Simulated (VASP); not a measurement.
# Si64Ni (a cell with a defect) in VASP: relaxation of the atoms with PBEsol

Aim: the relaxation of the atoms of Si64Ni (a cell with a defect) with PBEsol.

Everything below comes from runs of VASP 6.6.1. Logs are shortened: lines on timing, memory, paths and dates and some standing lists are left out, and cuts for length are marked.

### 1 The cell of the first run

The cell holds a defect, 65 atoms: a = 10.866 Å, b = 10.866 Å, c = 10.866 Å, α = 90.00°, β = 90.00°, γ = 90.00°.

### 2 Relaxation of the atoms, PBEsol

INCAR reads:

```
SYSTEM = Si64Ni
PREC = Accurate
ENCUT = 450
EDIFF = 1E-7
ISMEAR = -1
SIGMA = 0.05
LREAL = Auto
LASPH = .TRUE.
NELM = 120
ALGO = Normal
ISIF = 2
LWAVE = .FALSE.
LCHARG = .FALSE.
GGA = PS
IBRION = 2
NSW = 100
EDIFFG = -0.03
ISYM = -1
GGA_COMPAT = .FALSE.
NELMIN = 4
KPAR = 1
```

KPOINTS reads:

```
explicit points
1
Reciprocal
  0.25000000   0.25000000   0.25000000 1
```

POSCAR reads:

```
Si64Ni
1.0
   10.8655790000      0.0000000000      0.0000000000
    0.0000000000     10.8655790000      0.0000000000
    0.0000000000      0.0000000000     10.8655790000
Si Ni
64 1
Direct
    0.0006260000      0.0014660000      0.0013850000
    0.9987400000      0.0001020000      0.4995140000
    0.0010850000      0.4999820000      0.0000060000
    0.0011040000      0.4958070000      0.5016380000
    0.5025860000      0.0027590000      0.0007170000
    0.4995740000      0.0023320000      0.4968970000
    0.5004260000      0.5026740000      0.0004130000
    0.4993430000      0.4987880000      0.5008650000
    0.1230780000      0.1232330000      0.1244640000
    0.1273870000      0.1253660000      0.6278270000
    0.1256380000      0.6230510000      0.1279320000
    0.1253190000      0.6226420000      0.6257690000
    0.6249520000      0.1229740000      0.1251340000
    0.6222730000      0.1292280000      0.6244840000
    0.6277480000      0.6231530000      0.1224310000
    0.6270080000      0.6227300000      0.6247320000
    0.2494700000      0.2505830000      0.0010760000
    0.2474860000      0.2514980000      0.4987980000
    0.2513040000      0.7524300000      0.9977800000
    0.2497780000      0.7512720000      0.4996260000
    0.7509100000      0.2492720000      0.9995760000
    0.7505640000      0.2509880000      0.5013060000
    0.7498520000      0.7516600000      0.0028000000
    0.7502640000      0.7474930000      0.5011790000
    0.3752460000      0.3752890000      0.1249730000
    0.3733220000      0.3751810000      0.6248480000
    0.3734410000      0.8734060000      0.1274710000
    0.3761130000      0.8750100000      0.6275460000
    0.8740380000      0.3763360000      0.1271750000
    0.8722860000      0.3775140000      0.6248760000
    0.8776900000      0.8776870000      0.1242940000
    0.8750710000      0.8741660000      0.6259200000
    0.2512360000      0.0007470000      0.2479870000
    0.2503080000      0.0026670000      0.7477660000
    0.2480690000      0.5020430000      0.2493820000
    0.2487270000      0.4993930000      0.7502930000
    0.7498450000      0.9983690000      0.2501160000
    0.7470260000      0.0020630000      0.7505360000
    0.7504480000      0.5023910000      0.2468420000
    0.7486680000      0.4979180000      0.7500310000
    0.3768320000      0.1249000000      0.3751220000
    0.3771440000      0.1257490000      0.8741820000
    0.3737760000      0.6220400000      0.3735140000
    0.3715140000      0.6234430000      0.8762520000
    0.8760700000      0.1230800000      0.3735810000
    0.8689900000      0.1276560000      0.8736430000
    0.8783630000      0.6251520000      0.3761440000
    0.8724500000      0.6235470000      0.8761470000
    0.0019050000      0.2521830000      0.2441990000
    0.9981210000      0.2538400000      0.7522960000
    0.9985610000      0.7491240000      0.2489850000
    0.0001950000      0.7482980000      0.7505210000
    0.5004410000      0.2499840000      0.2499130000
    0.5006590000      0.2491450000      0.7507100000
    0.4986240000      0.7487870000      0.2497660000
    0.5004180000      0.7482370000      0.7474340000
    0.1210120000      0.3737970000      0.3727130000
    0.1247760000      0.3768060000      0.8764450000
    0.1238910000      0.8774390000      0.3753690000
    0.1219730000      0.8743490000      0.8759590000
    0.6221000000      0.3743860000      0.3728700000
    0.6262850000      0.3755390000      0.8776680000
    0.6260860000      0.8708810000      0.3770110000
    0.6279910000      0.8726790000      0.8745120000
    0.3796480000      0.3744660000      0.3737850000
```

Potentials or basis: VASP PAW PBE potentials, release 64 (Si, Ni).

On the command line:

```bash
> cat potpaw_PBE.64/Si/POTCAR potpaw_PBE.64/Ni/POTCAR > POTCAR
> mpirun -np 4 vasp_std > vasp.out
```

OUTCAR:

```text
SYSTEM = Si64Ni
   PREC = Accurate
   ENCUT = 450
   EDIFF = 1E-7
   ISMEAR = -1
   LREAL = Auto
   LASPH = .TRUE.
   NELM = 120
   ISIF = 2
   GGA = PS
   IBRION = 2
   NSW = 100
   EDIFFG = -0.03
   ISYM = -1
   NELMIN = 4

 ion  position               nearest neighbor table
   1  0.001  0.001  0.001-   9 2.30  31 2.32  60 2.35  46 2.42
   2  0.999  0.000  0.500-  45 2.33  59 2.33  32 2.36  10 2.40
   3  0.001  0.500  0.000-  58 2.32  11 2.36  48 2.36  29 2.37
   4  0.001  0.496  0.502-  30 2.32  57 2.33  12 2.35  47 2.37
   5  0.503  0.003  0.001-  13 2.30  42 2.35  64 2.39  27 2.42
   6  0.500  0.002  0.497-  41 2.30  14 2.37  63 2.37  28 2.39
   7  0.500  0.503  0.000-  15 2.32  44 2.35  62 2.36  25 2.37
   8  0.499  0.499  0.501-  65 2.33  26 2.34  61 2.35  16 2.36  43 2.36
   9  0.123  0.123  0.124-   1 2.30  49 2.32  33 2.35  17 2.37
  10  0.127  0.125  0.628-  34 2.29  18 2.36   2 2.40  50 2.40
  11  0.126  0.623  0.128-  35 2.29  51 2.35   3 2.36  19 2.42
  12  0.125  0.623  0.626-  36 2.33   4 2.35  52 2.36  20 2.38
  13  0.625  0.123  0.125-   5 2.30  37 2.35  53 2.36  21 2.37
  14  0.622  0.129  0.624-  54 2.31  22 2.34   6 2.37  38 2.37
  15  0.628  0.623  0.122-  39 2.31   7 2.32  23 2.32  55 2.40
  16  0.627  0.623  0.625-  24 2.33  40 2.33  56 2.35   8 2.36
  17  0.249  0.251  0.001-  25 2.35  58 2.36   9 2.37  42 2.38
[... 32 lines left out ...]
  50  0.998  0.254  0.752-  58 2.34  46 2.36  30 2.36  10 2.40
  51  0.999  0.749  0.249-  47 2.33  31 2.35  11 2.35  59 2.38
  52  0.000  0.748  0.751-  60 2.34  12 2.36  32 2.36  48 2.37
  53  0.500  0.250  0.250-  61 2.32  65 2.32  41 2.35  25 2.36  13 2.36
  54  0.501  0.249  0.751-  14 2.31  42 2.32  62 2.38  26 2.38
  55  0.499  0.749  0.250-  27 2.33  43 2.35  63 2.36  15 2.40
  56  0.500  0.748  0.747-  28 2.33  16 2.35  64 2.38  44 2.40
  57  0.121  0.374  0.373-  49 2.32   4 2.33  18 2.35  35 2.38  65 2.81
  58  0.125  0.377  0.876-   3 2.32  36 2.34  50 2.34  17 2.36
  59  0.124  0.877  0.375-   2 2.33  20 2.36  33 2.37  51 2.38
  60  0.122  0.874  0.876-  19 2.34  52 2.34   1 2.35  34 2.41
  61  0.622  0.374  0.373-  53 2.32   8 2.35  22 2.39  39 2.40  65 2.63
  62  0.626  0.376  0.878-  40 2.34  21 2.34   7 2.36  54 2.38
  63  0.626  0.871  0.377-  24 2.33  55 2.36   6 2.37  37 2.37
  64  0.628  0.873  0.875-  23 2.33  38 2.34  56 2.38   5 2.39
  65  0.380  0.374  0.374-  53 2.32   8 2.33  18 2.39  35 2.41  61 2.63  43 2.69  25 2.70  41 2.71
                            26 2.73  57 2.81

IMPORTANT INFORMATION: All symmetrisations will be switched off!
NOSYMM: (Re-)initialisation of all symmetry stuff for point group C_1.

----------------------------------------------------------------------------------------

                                     Primitive cell

  volume of cell :    1282.7990

  direct lattice vectors                    reciprocal lattice vectors
    10.865579000  0.000000000  0.000000000     0.092033752  0.000000000  0.000000000
     0.000000000 10.865579000  0.000000000     0.000000000  0.092033752  0.000000000
     0.000000000  0.000000000 10.865579000     0.000000000  0.000000000  0.092033752

  length of vectors
    10.865579000 10.865579000 10.865579000     0.092033752  0.092033752  0.092033752

  position of ions in fractional coordinates (direct lattice)
     0.000626000  0.001466000  0.001385000
     0.998740000  0.000102000  0.499514000
     0.001085000  0.499982000  0.000006000
     0.001104000  0.495807000  0.501638000
     0.502586000  0.002759000  0.000717000
     0.499574000  0.002332000  0.496897000
[... 57 lines left out ...]
     0.627991000  0.872679000  0.874512000
     0.379648000  0.374466000  0.373785000

  ion indices of the primitive-cell ions
   primitive index   ion index
                 1           1
                 2           2
                 3           3
                 4           4
                 5           5
                 6           6
[... 57 lines left out ...]
                64          64
                65          65

----------------------------------------------------------------------------------------

 KPOINTS: explicit points

Read explicit list of k-points.

 Found      1 k-points:

 Following reciprocal coordinates:
            Coordinates               Weight
  0.250000  0.250000  0.250000      1.000000
   k-points           NKPTS =      1   k-points in BZ     NKDIM =      1   number of bands    NBANDS=    168
   number of dos      NEDOS =    301   number of ions     NIONS =     65
   total plane-waves  NPLWV = 512000
   dimension x,y,z NGX =    80 NGY =   80 NGZ =   80
   dimension x,y,z NGXF=   160 NGYF=  160 NGZF=  160
   ions per type =              64   1
   NGX,Y,Z   is equivalent  to a cutoff of  12.24, 12.24, 12.24 a.u.
   NGXF,Y,Z  is equivalent  to a cutoff of  24.48, 24.48, 24.48 a.u.
 SYSTEM =  Si64Ni
   PREC   = accura    normal or accurate (medium, high low for compatibility)
   ISTART =      0    job   : 0-new  1-cont  2-samecut
   ICHARG =      2    charge: 1-file 2-atom 10-const
   ISPIN  =      1    spin polarized calculation?
   LNONCOLLINEAR =      F non collinear calculations
   LSORBIT =      F    spin-orbit coupling
   LASPH  =      T    aspherical Exc in radial PAW
   ENCUT  =  450.0 eV  33.07 Ry    5.75 a.u.  18.79 18.79 18.79*2*pi/ulx,y,z
   NELM   =    120;   NELMIN=  4; NELMDL= -5     # of ELM steps
   EDIFF  = 0.1E-06   stopping-criterion for ELM
   LREAL  =      T    real-space projection
   EDIFFG = -.3E-01   stopping-criterion for IOM
   NSW    =    100    number of steps for IOM
   IBRION =      2    ionic relax: 0-MD 1-quasi-New 2-CG
   NFREE  =      1    steps in history (QN), initial steepest desc. (CG)
   ISIF   =      2    stress and relaxation
   ISYM   =     -1    0-nonsym 1-usesym 2-fastsym
   POTIM  = 0.5000    time-step for ionic-motion
   TEBEG  =    0.0;   TEEND  =   0.0 temperature during run
   PSTRESS=    0.0 pullay stress
   NELECT =     266.0000    total number of electrons
   NUPDOWN=      -1.0000    fix difference up-down
   EMIN   =  10.00;   EMAX   =-10.00  energy-range for DOS
   EFERMI =   0.00;   METHOD = LEGACY
   ISMEAR =    -1;   SIGMA  =   0.05  broadening in eV -4-tet -1-fermi 0-gaus
   EFERMI_NEDOS =   21; number of points for ismear=-14 and -15
   IALGO  =     38    algorithm
   IMIX   =      4    mixing-type and parameters
     AMIX     =   0.40;   BMIX     =  1.00
     AMIX_MAG =   1.60;   BMIX_MAG =  1.00
  volume/ion in A,a.u.               =      19.74       133.18
  Fermi-wavevector in a.u.,A,eV,Ry     =   0.968982  1.831111 12.774873  0.938927
  Thomas-Fermi vector in A             =   2.098997
   LORBIT       =      0    0 simple, 1 ext, 2 COOP (PROOUT), +10 PAW based schemes
   GGA     = PS    functional components
   LHFCALC =     F    Hartree Fock is set to
   AEXX    =    0.0000 exact exchange contribution
   IVDW    =     0    specifies the selected vdW correction
   LEPSILON=     F    determine dielectric tensor
   LRPA    =     F    only Hartree local field effects (RPA)
 conjugate gradient relaxation of ions
 non-spin polarized calculation
  energy-cutoff  :      450.00
  volume of cell :     1282.80
 maximum number of plane-waves:     27841
 NGX is ok and might be reduce to    80
   NGX = 37   NGY = 37   NGZ = 37

--------------------------------------- Ionic step        1  -------------------------------------------

 number of electron     266.0000008 magnetization

 Free energy of the ion-electron system (eV)
  ---------------------------------------------------
  ext. energy  EPLUGINS =         0.00000000
  ---------------------------------------------------
  free energy    TOTEN  =      -372.86126121 eV

  energy without entropy =     -372.86053699  energy(sigma->0) =     -372.86089910

------------------------ aborting loop because EDIFF is reached ----------------------------------------

  FORCE on cell =-STRESS in cart. coord.  units (eV):
  Direction    XX          YY          ZZ          XY          YZ          ZX
  --------------------------------------------------------------------------------------
  -------------------------------------------------------------------------------------
  Total        2.5596360      2.3302752      2.4997194    -11.0922840     -7.6538739     -6.1364189
  in kB        3.1969082      2.9104435      3.1220742    -13.8539285     -9.5594579     -7.6642023
  external PRESSURE =       3.0764753 kB  Pullay stress =       0.0000000 kB
[... 278 lines left out ...]
  FREE ENERGIE OF THE ION-ELECTRON SYSTEM (eV)
  ---------------------------------------------------
  free  energy   TOTEN  =      -373.3270235140 eV

  energy  without entropy=     -373.3264325375  energy(sigma->0) =     -373.32672803

[... ionic steps 4 to 14 ...]

--------------------------------------- Ionic step       15  -------------------------------------------

 number of electron     266.0000027 magnetization

------------------------ aborting loop because EDIFF is reached ----------------------------------------
[... 193 lines left out ...]
--------------------------------------- Ionic step       17  -------------------------------------------

 number of electron     266.0000019 magnetization

 Free energy of the ion-electron system (eV)
  ---------------------------------------------------
  ext. energy  EPLUGINS =         0.00000000
  ---------------------------------------------------
  free energy    TOTEN  =      -373.40098749 eV

  energy without entropy =     -373.40042008  energy(sigma->0) =     -373.40070378

 E-fermi :   6.1243     XC(G=0):  -9.6159

 val. band max:        5.6800628221   @ k =   0.2500   0.2500   0.2500
 cond. band min:       6.5360839153   @ k =   0.2500   0.2500   0.2500
 fundamental gap:      0.8560210932
 Fermi energy:         6.1243200354

 k-point     1 :       0.2500    0.2500    0.2500
  band No.  band energies     occupation
      1      -5.9624      2.00000
      2      -5.4926      2.00000
      3      -5.3678      2.00000
      4      -5.3645      2.00000
      5      -4.9447      2.00000
      6      -4.8588      2.00000
[... 137 lines left out ...]
    144       7.6858      0.00000
    145       7.7611      0.00000
 [bands above 145 left out]

------------------------ aborting loop because EDIFF is reached ----------------------------------------

  FORCE on cell =-STRESS in cart. coord.  units (eV):
  Direction    XX          YY          ZZ          XY          YZ          ZX
  --------------------------------------------------------------------------------------
  -------------------------------------------------------------------------------------
  Total        1.3423805      1.1919705      1.1876491     -9.3852887     -9.1067399     -9.3011429
  in kB        1.6765927      1.4887353      1.4833379    -11.7219428    -11.3740437    -11.6168473
  external PRESSURE =       1.5495553 kB  Pullay stress =       0.0000000 kB
[... 80 lines left out ...]
  FREE ENERGIE OF THE ION-ELECTRON SYSTEM (eV)
  ---------------------------------------------------
  free  energy   TOTEN  =      -373.4009874916 eV

  energy  without entropy=     -373.4004200759  energy(sigma->0) =     -373.40070378

 reached required accuracy - stopping structural energy minimisation
```

It took 16 min on 4 MPI ranks of Intel Xeon Platinum 8375C at 2.90GHz (Ice Lake), shared host; peak memory 0.4 GiB.

What came out:

```
Free energy                  : -373.4010 eV
Energy gained by relaxing    : 8.3 meV/atom
Ionic steps                  : 17
Pressure after relaxing      : 0.2 GPa
Largest force after relaxing : 0.030 eV/Å
Band gap on the k mesh       : 0.86 eV
```

Forces in eV/Å, atoms in the order of the input:
```
Si  -0.014  0.004 -0.009
Si   0.003 -0.010  0.000
Si   0.007  0.005  0.008
Si   0.007 -0.008 -0.012
Si   0.006 -0.007  0.000
Si  -0.004 -0.009 -0.003
Si  -0.004  0.006  0.000
Si   0.009  0.011  0.011
Si  -0.004  0.000 -0.008
Si   0.004  0.006  0.006
Si   0.000  0.006 -0.007
Si  -0.001  0.006  0.004
Si   0.012 -0.010 -0.007
Si  -0.004  0.006 -0.002
Si  -0.005  0.015 -0.001
Si   0.004  0.006  0.003
Si  -0.001 -0.006 -0.002
Si   0.000  0.003 -0.012
Si  -0.005  0.004  0.009
Si   0.007 -0.002 -0.001
Si  -0.009 -0.001  0.006
Si   0.004 -0.008  0.002
Si   0.001  0.009 -0.014
Si   0.004 -0.003  0.002
Si  -0.007 -0.003  0.004
Si   0.006  0.009 -0.003
Si  -0.001  0.005 -0.008
Si   0.005 -0.003 -0.007
Si  -0.001  0.009 -0.009
Si  -0.007 -0.006  0.009
Si   0.009 -0.004  0.005
Si   0.008  0.011 -0.003
Si   0.006 -0.002  0.016
Si  -0.011  0.003 -0.001
Si   0.006 -0.003  0.005
Si   0.001 -0.007 -0.003
Si  -0.001 -0.001 -0.002
Si  -0.003 -0.003 -0.001
Si   0.004 -0.002  0.007
Si   0.004  0.005  0.001
Si  -0.002  0.002 -0.019
Si   0.007 -0.001 -0.004
Si  -0.003 -0.001  0.013
Si   0.008  0.007 -0.013
Si  -0.004  0.000  0.003
Si  -0.005 -0.017  0.006
Si   0.000  0.003  0.005
Si  -0.007  0.003  0.002
Si   0.006 -0.015  0.002
Si   0.005  0.004 -0.009
Si   0.004  0.010 -0.008
Si  -0.009 -0.001 -0.002
Si  -0.015 -0.008  0.020
Si   0.001 -0.004  0.000
Si   0.004 -0.004  0.006
Si  -0.005 -0.005 -0.001
Si  -0.011 -0.009  0.004
Si  -0.010 -0.004  0.001
Si  -0.005  0.006  0.005
Si   0.006  0.004 -0.006
Si  -0.018  0.006  0.000
Si  -0.003 -0.007 -0.008
Si  -0.007 -0.005  0.003
Si  -0.001 -0.006  0.013
Ni   0.028  0.009  0.002
```

Stress tensor (GPa, compression positive):
```
 0.17 -1.17 -1.16
-1.17  0.15 -1.14
-1.16 -1.14  0.15
```

Step by step:
| step | energy change (eV) | largest force (eV/Å) | pressure (GPa) |
| --- | --- | --- | --- |
| 1 | 0.0000 | 0.9673 | 0.31 |
| 2 | -0.4648 | 0.3468 | 0.17 |
| 3 | -0.4658 | 0.3141 | 0.18 |
| 4 | -0.4990 | 0.1622 | 0.17 |
| 5 | -0.5078 | 0.1485 | 0.17 |
| 6 | -0.5234 | 0.0818 | 0.16 |
| 7 | -0.5262 | 0.1133 | 0.15 |
| 8 | -0.5325 | 0.0439 | 0.15 |
| 9 | -0.5330 | 0.0547 | 0.15 |
| 10 | -0.5354 | 0.0476 | 0.15 |
| 11 | -0.5359 | 0.0487 | 0.15 |
| 12 | -0.5375 | 0.0468 | 0.15 |
| 13 | -0.5378 | 0.0456 | 0.15 |
| 14 | -0.5388 | 0.0398 | 0.15 |
| 15 | -0.5388 | 0.0382 | 0.15 |
| 16 | -0.5396 | 0.0334 | 0.15 |
| 17 | -0.5397 | 0.0297 | 0.15 |

Final structure:
```cif
data_structure
_symmetry_space_group_name_H-M 'P 1'
_symmetry_Int_Tables_number 1
_cell_length_a 10.8656
_cell_length_b 10.8656
_cell_length_c 10.8656
_cell_angle_alpha 90.000
_cell_angle_beta 90.000
_cell_angle_gamma 90.000
_cell_volume 1282.80
loop_
_atom_site_label
_atom_site_type_symbol
_atom_site_fract_x
_atom_site_fract_y
_atom_site_fract_z
_atom_site_occupancy
Si1 Si 0.99992 0.00003 0.00027 1
Si2 Si 0.99931 0.99975 0.49923 1
Si3 Si 0.99924 0.49917 0.99965 1
Si4 Si 0.99963 0.50040 0.50033 1
Si5 Si 0.49891 0.99952 0.99943 1
Si6 Si 0.49959 0.00093 0.50021 1
Si7 Si 0.49957 0.49987 0.00092 1
Si8 Si 0.50265 0.50340 0.50354 1
Si9 Si 0.12483 0.12531 0.12534 1
Si10 Si 0.12397 0.12370 0.62546 1
Si11 Si 0.12375 0.62557 0.12367 1
Si12 Si 0.12465 0.62535 0.62529 1
Si13 Si 0.62668 0.12304 0.12276 1
Si14 Si 0.62507 0.12502 0.62551 1
Si15 Si 0.62492 0.62519 0.12505 1
Si16 Si 0.62761 0.62765 0.62756 1
Si17 Si 0.24967 0.25020 0.00060 1
Si18 Si 0.24751 0.24852 0.50049 1
Si19 Si 0.24993 0.74993 0.99959 1
Si20 Si 0.24955 0.74910 0.49971 1
Si21 Si 0.75021 0.25019 0.99907 1
Si22 Si 0.74837 0.25012 0.49967 1
Si23 Si 0.74968 0.74990 0.00006 1
Si24 Si 0.75012 0.75086 0.49914 1
Si25 Si 0.37534 0.37485 0.12624 1
Si26 Si 0.37504 0.37557 0.62378 1
Si27 Si 0.37464 0.87489 0.12554 1
Si28 Si 0.37467 0.87501 0.62460 1
Si29 Si 0.87437 0.37499 0.12556 1
Si30 Si 0.87463 0.37482 0.62456 1
Si31 Si 0.87506 0.87487 0.12511 1
Si32 Si 0.87497 0.87523 0.62530 1
Si33 Si 0.24968 0.00052 0.25002 1
Si34 Si 0.24995 0.99960 0.75005 1
Si35 Si 0.24719 0.50061 0.24822 1
Si36 Si 0.24961 0.49994 0.74915 1
Si37 Si 0.75000 0.99939 0.25014 1
Si38 Si 0.74998 0.00007 0.75014 1
Si39 Si 0.74829 0.49951 0.25004 1
Si40 Si 0.75023 0.49926 0.75069 1
Si41 Si 0.37542 0.12614 0.37492 1
Si42 Si 0.37453 0.12561 0.87502 1
Si43 Si 0.37507 0.62358 0.37546 1
Si44 Si 0.37478 0.62445 0.87520 1
Si45 Si 0.87441 0.12559 0.37506 1
Si46 Si 0.87554 0.12522 0.87487 1
Si47 Si 0.87439 0.62453 0.37475 1
Si48 Si 0.87502 0.62528 0.87529 1
Si49 Si 0.99975 0.25010 0.25001 1
Si50 Si 0.99987 0.25012 0.74962 1
Si51 Si 0.99954 0.74956 0.25011 1
Si52 Si 0.99974 0.75009 0.75011 1
Si53 Si 0.50199 0.24642 0.24634 1
Si54 Si 0.49933 0.25002 0.74913 1
Si55 Si 0.49931 0.74901 0.24996 1
Si56 Si 0.49927 0.75049 0.75054 1
Si57 Si 0.12461 0.37564 0.37545 1
Si58 Si 0.12527 0.37508 0.87490 1
Si59 Si 0.12511 0.87485 0.37485 1
Si60 Si 0.12479 0.87519 0.87530 1
Si61 Si 0.62286 0.37520 0.37531 1
Si62 Si 0.62406 0.37503 0.87522 1
Si63 Si 0.62392 0.87537 0.37490 1
Si64 Si 0.62512 0.87528 0.87515 1
Ni1 Ni 0.38319 0.37747 0.37598 1
```

Levels at points of the mesh, in eV from the valence-band top:
```
           k point  band 129  band 130  band 131  band 132  band 133  band 134  band 135  band 136  band 137  band 138
(0.25, 0.25, 0.25)     -0.58     -0.15     -0.14      0.00      0.00      0.86      1.01      1.01      1.36      1.49
```

Caveat: the PAW data sets were made with another functional, which shifts forces and pressure a little.
